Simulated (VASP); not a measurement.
**Rh: single point with PBEsol**

Crystal: Rh.

```
CELL_PARAMETERS angstrom
2.68874 0.00000 0.00000
-1.34437 2.32851 0.00000
0.00000 0.00000 4.32902
ATOMIC_POSITIONS crystal
Rh 0.66667 0.33333 0.75693
Rh 0.33333 0.66667 0.24307
```

This cell differs from its parent crystal: atoms displaced along a vibrational mode.

```yaml
Program: VASP 6.6.1
Task: single point
Functional: PBEsol
Potentials_or_basis: VASP PAW PBE potentials, release 64 (Rh_pv)
Cutoff: 520 eV
k_mesh: 24 × 24 × 14
Occupations: gaussian, width 0.15 eV
Spin: no spin polarisation
Dipole_correction: no
Further_INCAR_settings: ALGO = Fast; EDIFF = 1e-06; NBANDS = 22
```

| Quantity | Value |
| --- | --- |
| Pressure | 0.6 GPa |
| Largest force | 0.731 eV/Å |
| Band gap on the k mesh | zero (bands 15 and 16 overlap by 2.49 eV) |

Forces in eV/Å, atoms in the order of the input:
```
Rh   0.000  0.000 -0.731
Rh   0.000  0.000  0.731
```

Stress tensor (GPa, compression positive):
```
0.24 0.00 0.00
0.00 0.24 0.00
0.00 0.00 1.41
```

Levels at points of the mesh, in eV from the Fermi level:
| k point | band 13 | band 14 | band 15 | band 16 | band 17 | band 18 |
| --- | --- | --- | --- | --- | --- | --- |
| (0.00, 0.00, 0.00) | -2.63 | -1.98 | -1.98 | 0.14 | 0.14 | 0.68 |
| (0.50, 0.00, 0.00) | -2.28 | 0.41 | 0.64 | 0.76 | 3.03 | 5.16 |
| (0.00, 0.00, 0.50) | -3.27 | -3.13 | -0.56 | -0.56 | -0.34 | -0.34 |
| (0.50, 0.00, 0.50) | -0.40 | -0.32 | 0.57 | 0.64 | 2.49 | 2.78 |

It took 2.2 min on 1 thread of Intel(R) Xeon(R) 6975P-C (Granite Rapids), with other jobs on the host, peak memory 0.43 GiB.

Caveat: the cell differs from its parent crystal (atoms displaced along a vibrational mode); the PAW data sets were made with another functional, which shifts forces and pressure a little.
